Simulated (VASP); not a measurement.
# TiAl in VASP: a series of runs

Runs on TiAl. Level: LDA. Tasks: single point.

Program: VASP 6.6.1. These are calculated values, not measurements. Logs are shortened: lines on timing, memory, paths and dates and some standing lists are left out, and cuts for length are marked.

## Step 1: The cell of the first run

Symmetry: Pm-3m, No. 221, cubic system. Conventional cell: a = 3.244 Å, b = 3.244 Å, c = 3.244 Å, α = 90.00°, β = 90.00°, γ = 90.00°. Within 3.7 Å of Ti (site symmetry m-3m) lie 8 Al at 2.81 Å and 6 Ti at 3.24 Å. Within 3.7 Å of Al (site symmetry m-3m) lie 8 Ti at 2.81 Å and 6 Al at 3.24 Å.

## Step 2: Single point, LDA (17.07 Å³/atom)

Contents of INCAR:

```
  PREC = Accurate
  ENCUT = 520
  EDIFF = 1E-6
  ISMEAR = 0
  SIGMA = 0.15
  LREAL = False
  LASPH = True
  NELM = 80
  ALGO = Normal
  ISIF = 2
  LWAVE = False
  LCHARG = False
  GGA = CA
  NBANDS = 14
```

Contents of KPOINTS:

```
regular mesh
0
Gamma
  16 16 16
```

Contents of POSCAR:

```
TiAl
1.0
    3.2443689473      0.0000000000      0.0000000000
    0.0000000000      3.2443689473      0.0000000000
    0.0000000000      0.0000000000      3.2443689473
Ti Al
1 1
Direct
    0.0000000000      0.0000000000      0.0000000000
    0.5000000000      0.5000000000      0.5000000000
```

Potentials or basis: VASP PAW LDA potentials, release 64 (Ti_sv, Al).

The run is started by

```console
$ cat potpaw_LDA.64/Ti_sv/POTCAR potpaw_LDA.64/Al/POTCAR > POTCAR
$ mpirun -np 1 vasp_std > vasp.out
```

OUTCAR:

```text
PREC = Accurate
   ENCUT = 520
   EDIFF = 1E-6
   ISMEAR = 0
   LREAL = False
   LASPH = True
   NELM = 80
   ISIF = 2
   GGA = CA

 ion  position               nearest neighbor table
   1  0.000  0.000  0.000-   2 2.81   2 2.81   2 2.81   2 2.81   2 2.81   2 2.81   2 2.81   2 2.81

   2  0.500  0.500  0.500-   1 2.81   1 2.81   1 2.81   1 2.81   1 2.81   1 2.81   1 2.81   1 2.81

  LATTYP: Found a simple cubic cell.
 ALAT       =     3.2443689473

  Lattice vectors:

 A1 = (   3.2443689473,   0.0000000000,   0.0000000000)
 A2 = (   0.0000000000,   3.2443689473,   0.0000000000)
 A3 = (   0.0000000000,   0.0000000000,   3.2443689473)

Analysis of symmetry for initial positions (statically):
=====================================================================
 Subroutine PRICEL returns:
 Original cell was already a primitive cell.

 Routine SETGRP: Setting up the symmetry group for a
 simple cubic supercell.

 Subroutine GETGRP returns: Found 48 space group operations
 (whereof 48 operations were pure point group operations)
 out of a pool of 48 trial point group operations.

The static configuration has the point symmetry O_h .

Analysis of symmetry for dynamics (positions and initial velocities):
=====================================================================
 Subroutine PRICEL returns:
 Original cell was already a primitive cell.

 Routine SETGRP: Setting up the symmetry group for a
 simple cubic supercell.

 Subroutine GETGRP returns: Found 48 space group operations
 (whereof 48 operations were pure point group operations)
 out of a pool of 48 trial point group operations.

The dynamic configuration has the point symmetry O_h .

 Subroutine INISYM returns: Found 48 space group operations
 (whereof 48 operations are pure point group operations),
 and found     1 'primitive' translations

----------------------------------------------------------------------------------------

                                     Primitive cell

  volume of cell :      34.1500

  direct lattice vectors                    reciprocal lattice vectors
     3.244368947  0.000000000  0.000000000     0.308226350  0.000000000  0.000000000
     0.000000000  3.244368947  0.000000000     0.000000000  0.308226350  0.000000000
     0.000000000  0.000000000  3.244368947     0.000000000  0.000000000  0.308226350

  length of vectors
     3.244368947  3.244368947  3.244368947     0.308226350  0.308226350  0.308226350

  position of ions in fractional coordinates (direct lattice)
     0.000000000  0.000000000  0.000000000
     0.500000000  0.500000000  0.500000000

  ion indices of the primitive-cell ions
   primitive index   ion index
                 1           1
                 2           2

----------------------------------------------------------------------------------------

 KPOINTS: regular mesh

Automatic generation of k-mesh.
 Grid dimensions read from file:
 generate k-points for:   16   16   16

 Generating k-lattice:

  Cartesian coordinates                     Fractional coordinates (reciprocal lattice)
     0.019264147  0.000000000  0.000000000     0.062500000  0.000000000  0.000000000
     0.000000000  0.019264147  0.000000000     0.000000000  0.062500000  0.000000000
     0.000000000  0.000000000  0.019264147     0.000000000  0.000000000  0.062500000

  Length of vectors
     0.019264147  0.019264147  0.019264147

  Shift w.r.t. Gamma in fractional coordinates (k-lattice)
     0.000000000  0.000000000  0.000000000

 Subroutine IBZKPT returns following result:
 ===========================================

 Found    165 irreducible k-points:

 Following reciprocal coordinates:
            Coordinates               Weight
  0.000000  0.000000  0.000000      1.000000
  0.062500  0.000000  0.000000      6.000000
  0.125000  0.000000  0.000000      6.000000
  0.187500  0.000000  0.000000      6.000000
  0.250000  0.000000  0.000000      6.000000
  0.312500  0.000000  0.000000      6.000000
[... 16 lines left out ...]
  0.437500  0.125000  0.000000     24.000000
  0.500000  0.125000  0.000000     12.000000
 [... further k-points ...]
   k-points           NKPTS =    165   k-points in BZ     NKDIM =    165   number of bands    NBANDS=     14
   number of dos      NEDOS =    301   number of ions     NIONS =      2
   total plane-waves  NPLWV =  13824
   dimension x,y,z NGX =    24 NGY =   24 NGZ =   24
   dimension x,y,z NGXF=    48 NGYF=   48 NGZF=   48
   ions per type =               1   1
   NGX,Y,Z   is equivalent  to a cutoff of  12.30, 12.30, 12.30 a.u.
   NGXF,Y,Z  is equivalent  to a cutoff of  24.60, 24.60, 24.60 a.u.
 SYSTEM =  unknown system
   PREC   = accura    normal or accurate (medium, high low for compatibility)
   ISTART =      0    job   : 0-new  1-cont  2-samecut
   ICHARG =      2    charge: 1-file 2-atom 10-const
   ISPIN  =      1    spin polarized calculation?
   LNONCOLLINEAR =      F non collinear calculations
   LSORBIT =      F    spin-orbit coupling
   LASPH  =      T    aspherical Exc in radial PAW
   ENCUT  =  520.0 eV  38.22 Ry    6.18 a.u.   6.03  6.03  6.03*2*pi/ulx,y,z
   NELM   =     80;   NELMIN=  2; NELMDL= -5     # of ELM steps
   EDIFF  = 0.1E-05   stopping-criterion for ELM
   LREAL  =      F    real-space projection
   EDIFFG = 0.1E-04   stopping-criterion for IOM
   NSW    =      0    number of steps for IOM
   IBRION =     -1    ionic relax: 0-MD 1-quasi-New 2-CG
   NFREE  =      0    steps in history (QN), initial steepest desc. (CG)
   ISIF   =      2    stress and relaxation
   ISYM   =      2    0-nonsym 1-usesym 2-fastsym
   POTIM  = 0.5000    time-step for ionic-motion
   TEBEG  =    0.0;   TEEND  =   0.0 temperature during run
   PSTRESS=    0.0 pullay stress
   NELECT =      15.0000    total number of electrons
   NUPDOWN=      -1.0000    fix difference up-down
   EMIN   =  10.00;   EMAX   =-10.00  energy-range for DOS
   EFERMI =   0.00;   METHOD = LEGACY
   ISMEAR =     0;   SIGMA  =   0.15  broadening in eV -4-tet -1-fermi 0-gaus
   EFERMI_NEDOS =   21; number of points for ismear=-14 and -15
   IALGO  =     38    algorithm
   IMIX   =      4    mixing-type and parameters
     AMIX     =   0.40;   BMIX     =  1.00
     AMIX_MAG =   1.60;   BMIX_MAG =  1.00
  volume/ion in A,a.u.               =      17.07       115.23
  Fermi-wavevector in a.u.,A,eV,Ry     =   1.244443  2.351656 21.070505  1.548638
  Thomas-Fermi vector in A             =   2.378709
   LORBIT       =      0    0 simple, 1 ext, 2 COOP (PROOUT), +10 PAW based schemes
   GGA     = CA    functional components
   LHFCALC =     F    Hartree Fock is set to
   AEXX    =    0.0000 exact exchange contribution
   IVDW    =     0    specifies the selected vdW correction
   LEPSILON=     F    determine dielectric tensor
   LRPA    =     F    only Hartree local field effects (RPA)
 non-spin polarized calculation
 Gauss-broadening in eV      SIGMA  =   0.15
  energy-cutoff  :      520.00
  volume of cell :       34.15
 maximum number of plane-waves:       938
   NGX = 13   NGY = 13   NGZ = 13

 number of electron      15.0000004 magnetization

 Free energy of the ion-electron system (eV)
  ---------------------------------------------------
  ext. energy  EPLUGINS =         0.00000000
  ---------------------------------------------------
  free energy    TOTEN  =       -13.17461087 eV

  energy without entropy =      -13.14239609  energy(sigma->0) =      -13.15850348

 E-fermi :   7.8904     XC(G=0): -11.0519

 val. band max:        7.8902921694   @ k =   0.3750   0.3750   0.2500
 cond. band min:       7.8944359460   @ k =   0.3125   0.3125   0.1875
 fundamental gap:      0.0041437765
 Fermi energy:         7.8904247306

 k-point     1 :       0.0000    0.0000    0.0000
  band No.  band energies     occupation
      1     -48.4177      2.00000
      2     -25.0063      2.00000
      3     -25.0063      2.00000
      4     -25.0063      2.00000
      5      -1.0324      2.00000
      6       6.6154      2.00000
      7       6.6154      2.00000
      8       9.5078      0.00000
      9       9.5078      0.00000
     10       9.5078      0.00000
     11      12.0332      0.00000
     12      12.0332      0.00000
     13      12.0332      0.00000
     14      16.4678      0.00000

 k-point     2 :       0.0625    0.0000    0.0000
  band No.  band energies     occupation
      1     -48.4172      2.00000
      2     -25.0117      2.00000
      3     -25.0058      2.00000
      4     -25.0058      2.00000
      5      -0.9732      2.00000
      6       6.5845      2.00000
      7       6.6410      2.00000
      8       9.4065      0.00000
      9       9.4065      0.00000
     10       9.5146      0.00000
     11      11.7616      0.00000
     12      12.1795      0.00000
     13      12.1795      0.00000
     14      16.3959      0.00000

 k-point     3 :       0.1250    0.0000    0.0000
  band No.  band energies     occupation
      1     -48.4159      2.00000
      2     -25.0271      2.00000
      3     -25.0045      2.00000
      4     -25.0045      2.00000
      5      -0.7968      2.00000
      6       6.4628      2.00000
      7       6.7153      2.00000
      8       9.1601      0.00000
      9       9.1601      0.00000
     10       9.5340      0.00000
     11      11.1909      0.00000
     12      12.5620      0.00000
     13      12.5620      0.00000
     14      16.1892      0.00000

 k-point     4 :       0.1875    0.0000    0.0000
  band No.  band energies     occupation
      1     -48.4140      2.00000
      2     -25.0501      2.00000
      3     -25.0025      2.00000
      4     -25.0025      2.00000
      5      -0.5068      2.00000
      6       6.1774      2.00000
      7       6.8314      2.00000
      8       8.8624      0.00000
      9       8.8624      0.00000
     10       9.5632      0.00000
     11      10.6781      0.00000
     12      13.0910      0.00000
     13      13.0910      0.00000
     14      15.8743      0.00000

 k-point     5 :       0.2500    0.0000    0.0000
  band No.  band energies     occupation
      1     -48.4117      2.00000
      2     -25.0771      2.00000
      3     -25.0001      2.00000
      4     -25.0001      2.00000
      5      -0.1091      2.00000
      6       5.6731      2.00000
      7       6.9765      2.00000
      8       8.5742      0.00000
      9       8.5742      0.00000
     10       9.5981      0.00000
     11      10.4052      0.00000
[... 276 lines left out ...]
 k-point    22 :       0.3750    0.1250    0.0000
  band No.  band energies     occupation
      1     -48.4058      2.00000
      2     -25.1239      2.00000
      3     -25.0156      2.00000
      4     -24.9939      2.00000
      5       1.1543      2.00000
      6       4.3663      2.00000
      7       7.2202      2.00000
      8       7.9316      0.69782
      9       8.2068      0.00286
     10       9.4453      0.00000
     11      10.5240      0.00000
     12      13.5902      0.00000
     13      15.3997      0.00000
     14      15.4643      0.00000

 k-point    23 :       0.4375    0.1250    0.0000
  band No.  band energies     occupation
      1     -48.4045      2.00000
      2     -25.1389      2.00000
      3     -25.0142      2.00000
      4     -24.9926      2.00000
      5       1.7517      2.00000
      6       3.6265      2.00000
      7       7.3863      2.00000
      8       7.7807      1.69927
      9       8.0961      0.05251
     10       9.4718      0.00000
     11      10.5894      0.00000
     12      13.9585      0.00000
     13      15.4403      0.00000
     14      16.1105      0.00000

 k-point    24 :       0.5000    0.1250    0.0000
  band No.  band energies     occupation
      1     -48.4041      2.00000
      2     -25.1442      2.00000
      3     -25.0137      2.00000
      4     -24.9921      2.00000
      5       2.1274      2.00000
      6       3.2000      2.00000
      7       7.4840      1.99987
      8       7.6885      1.94306
      9       8.0585      0.11314
     10       9.4812      0.00000
     11      10.6221      0.00000
     12      14.0921      0.00000
     13      15.5494      0.00000
     14      16.4048      0.00000

 [... further k-points ...]
[... 5 lines left out ...]
  --------------------------------------------------------------------------------------
  -------------------------------------------------------------------------------------
  Total       -2.3847264     -2.3847264     -2.3847264      0.0000000      0.0000000     -0.0000000
  in kB     -111.8815411   -111.8815411   -111.8815411      0.0000000      0.0000000     -0.0000000
  external PRESSURE =    -111.8815411 kB  Pullay stress =       0.0000000 kB

 VOLUME and BASIS-vectors are now :
 -----------------------------------------------------------------------------
  energy-cutoff  :      520.00
  volume of cell :       34.15
      direct lattice vectors                 reciprocal lattice vectors
     3.244368947  0.000000000  0.000000000     0.308226350  0.000000000  0.000000000
     0.000000000  3.244368947  0.000000000     0.000000000  0.308226350  0.000000000
     0.000000000  0.000000000  3.244368947     0.000000000  0.000000000  0.308226350

 POSITION                                       TOTAL-FORCE (eV/Angst)
 -----------------------------------------------------------------------------------
      0.00000      0.00000      0.00000         0.000000      0.000000      0.000000
      1.62218      1.62218      1.62218         0.000000      0.000000      0.000000
 -----------------------------------------------------------------------------------
    total drift:                                0.000000      0.000000      0.000000

  FREE ENERGIE OF THE ION-ELECTRON SYSTEM (eV)
  ---------------------------------------------------
  free  energy   TOTEN  =       -13.1746108737 eV

  energy  without entropy=      -13.1423960880  energy(sigma->0) =      -13.15850348
```

Run time: 58 s. Hardware: 1 thread of Intel Xeon 8259CL, shared host; peak memory 0.19 GiB.

Results:

```yaml
Free_energy: -13.1746 eV
Pressure: -11.2 GPa
Band_gap_on_the_k_mesh: zero (an odd number of electrons rules out a gap without spin polarisation)
```

Caveat: the cell stands under tension.

## Step 3: Single point, LDA (13.42 Å³/atom)

This run uses another cell than the first one, of 13.42 Å³/atom.

Contents of INCAR:

```
SYSTEM = TiAl
PREC     = Accurate       ! precision mode
ENCUT    = 520            ! plane-wave cutoff, eV
EDIFF    = 1E-6           ! SCF threshold, eV
ISMEAR   = 0              ! smearing method
SIGMA    = 0.15           ! smearing width, eV
LREAL    = .FALSE.        ! projectors in reciprocal space
LASPH    = .TRUE.         ! aspherical terms in the spheres
NELM     = 60             ! most SCF steps
ALGO     = Fast           ! electronic algorithm
ISIF     = 2              ! what is computed and relaxed
LWAVE    = .FALSE.        ! write WAVECAR
LCHARG   = .FALSE.        ! write CHGCAR
GGA      = CA             ! functional
NBANDS   = 14             ! bands
```

Contents of KPOINTS:

```
regular mesh
0
G
  16 16 16
  0 0 0
```

Contents of POSCAR:

```
TiAl
1.0
    2.9387679644      0.0000000000      0.0000000000
    0.0000000000      2.9387679644      0.0000000000
    0.0000000000      0.0000000000      3.1068654919
Ti Al
1 1
Direct
    0.0000000000      0.0000000000      0.0000000000
    0.5000000000      0.5000000000      0.5000000000
```

Potentials or basis: VASP PAW LDA potentials, release 64 (Ti_sv, Al).

The run is started by

```console
$ cat potpaw_LDA.64/Ti_sv/POTCAR potpaw_LDA.64/Al/POTCAR > POTCAR
$ mpirun -np 1 vasp_std > vasp.out
```

It took 4.3 min on 1 thread of Intel Xeon 8259CL, shared host; peak memory 0.26 GiB.

Results (log left out):

| Item | Value |
| --- | --- |
| Free energy | -13.1073 eV |
| Pressure | 21.0 GPa |
| Band gap on the k mesh | zero (an odd number of electrons rules out a gap without spin polarisation) |

Stress tensor (GPa, compression positive):
```
19.19  0.00  0.00
 0.00 19.19  0.00
 0.00  0.00 24.50
```

Levels at points of the mesh, in eV from the Fermi level:
| k point | band 6 | band 7 | band 8 | band 9 | band 10 | band 11 |
| --- | --- | --- | --- | --- | --- | --- |
| (0.00, 0.00, 0.00) | -1.96 | -1.77 | 2.13 | 2.13 | 2.46 | 4.34 |
| (0.50, 0.00, 0.00) | -5.56 | -0.68 | -0.31 | 0.45 | 2.45 | 4.13 |
| (0.50, 0.50, 0.00) | -1.75 | -1.75 | -1.57 | 0.45 | 0.45 | 3.72 |
| (0.00, 0.00, 0.50) | -5.66 | -0.83 | 0.43 | 0.43 | 2.66 | 3.34 |
| (0.50, 0.00, 0.50) | -2.24 | -1.85 | -1.66 | 0.90 | 1.05 | 3.34 |
| (0.50, 0.50, 0.50) | -3.62 | -3.62 | 1.77 | 3.40 | 3.41 | 3.77 |

Caveat: the cell stands under pressure.

## Step 4: Single point, LDA (13.42 Å³/atom)

This run uses another cell than the first one, of 13.42 Å³/atom.

Contents of INCAR:

```
SYSTEM = TiAl
PREC = Accurate ; ENCUT = 520
EDIFF = 1E-6 ; ISMEAR = 0
SIGMA = 0.15 ; LREAL = .False.
LASPH = .True. ; NELM = 80
ALGO = Fast ; ISIF = 2
LWAVE = .False. ; LCHARG = .False.
NBANDS = 14
```

Contents of KPOINTS:

```
Automatic mesh
0
Gamma
  16 16 16
  0 0 0
```

Contents of POSCAR:

```
TiAl
1.0
    3.0497853455      0.0000000000      0.0000000000
    0.0000000000      3.0497853455      0.0000000000
    0.0000000000      0.0000000000      2.8847919583
Ti Al
1 1
Direct
    0.0000000000      0.0000000000      0.0000000000
    0.5000000000      0.5000000000      0.5000000000
```

The run is started by

```console
$ cat potpaw_LDA.64/Ti_sv/POTCAR potpaw_LDA.64/Al/POTCAR > POTCAR
$ mpirun -np 1 vasp_std > vasp.out
```

Run time: 3.8 min. Hardware: 1 thread of Intel Xeon 8259CL, shared host; peak memory 0.26 GiB.

The run converged. Its results:

```
Free energy            : -13.0974 eV
Pressure               : 21.0 GPa
Band gap on the k mesh : zero (an odd number of electrons rules out a gap without spin polarisation)
```

Stress tensor (GPa, compression positive):
```
21.47  0.00  0.00
 0.00 21.47  0.00
 0.00  0.00 20.18
```

Levels at points of the mesh, in eV from the Fermi level:
```
           k point  band 4  band 5  band 6  band 7  band 8  band 9  band 10  band 11  band 12  band 13
(0.00, 0.00, 0.00)  -32.28   -9.95   -1.96   -1.79    1.98    2.35     2.35     4.86     4.86     6.60
(0.50, 0.00, 0.00)  -32.26   -6.32   -5.65   -0.80   -0.09    0.69     2.59     3.60     6.77     9.99
(0.50, 0.50, 0.00)  -32.23   -5.75   -2.17   -2.17   -1.72    1.16     1.16     3.29     5.55     6.19
(0.00, 0.00, 0.50)  -32.35   -5.70   -5.52   -0.62   -0.06   -0.06     2.36     4.37     6.77    10.01
(0.50, 0.00, 0.50)  -32.33   -5.39   -2.05   -1.65   -1.60    0.52     0.69     3.55     6.28     6.38
(0.50, 0.50, 0.50)  -32.58   -3.65   -3.65   -3.62    1.76    3.42     3.51     3.51     3.75     3.89
```

Caveat: the cell stands under pressure.

## Step 5: Overview

```csv
cell,gap on the mesh (eV),pressure (GPa)
"a = 3.244 Å, 2 atoms",none,-11.2
"a = 2.939, b = 2.939, c = 3.107 Å, 2 atoms",none,21.0
"a = 3.050, b = 3.050, c = 2.885 Å, 2 atoms",none,21.0
```

Alike in all rows: task single point; level LDA; potentials or basis VASP PAW LDA potentials, release 64 (Ti_sv, Al); no spin polarisation; k mesh 16 × 16 × 16; cutoff (eV) 520; smearing gaussian 0.15 eV.

Caveats: the cell stands under pressure (at least some runs); the cell stands under tension (at least some runs).

Total energies depend on the potentials used, so only differences within one code and one set of settings carry meaning.
